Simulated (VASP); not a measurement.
A run of VASP 6.6.1:

Contents of INCAR:

```
SYSTEM = Tl
ALGO = Normal ; EDIFF = 1E-7
ENCUT = 520 ; GGA = PS
ISIF = 2 ; ISMEAR = -1
LASPH = .True. ; LCHARG = .True.
LELF = .True. ; LREAL = .False.
LVHAR = .True. ; LWAVE = .False.
NBANDS = 20 ; NELM = 60
PREC = Accurate ; SIGMA = 0.1
```

File KPOINTS:

```
k-points
0
Gamma
  17 17 10
  0 0 0
```

POSCAR

```
Tl
1.0
    3.3646412634      0.0000000000      0.0000000000
   -1.6823206317      2.9138648087      0.0000000000
    0.0000000000      0.0000000000      5.3664941493
Tl
2
Direct
    0.3333333333      0.6666666667      0.2500000000
    0.6666666667      0.3333333333      0.7500000000
```

Potentials or basis: VASP PAW PBE potentials, release 64 (Tl_d).

Run with:

```bash
$ cat potpaw_PBE.64/Tl_d/POTCAR > POTCAR
$ mpirun -np 1 vasp_std > vasp.out
```

Hardware: 1 thread of Intel Xeon 8259CL, on a shared host.

Problem. How long does it take, and how much memory?

Solution. It took 3.7 min on 1 thread of Intel Xeon 8259CL, with other jobs on the host, peak memory 0.3 GiB. Counts: scf iterations 12, k points 198.
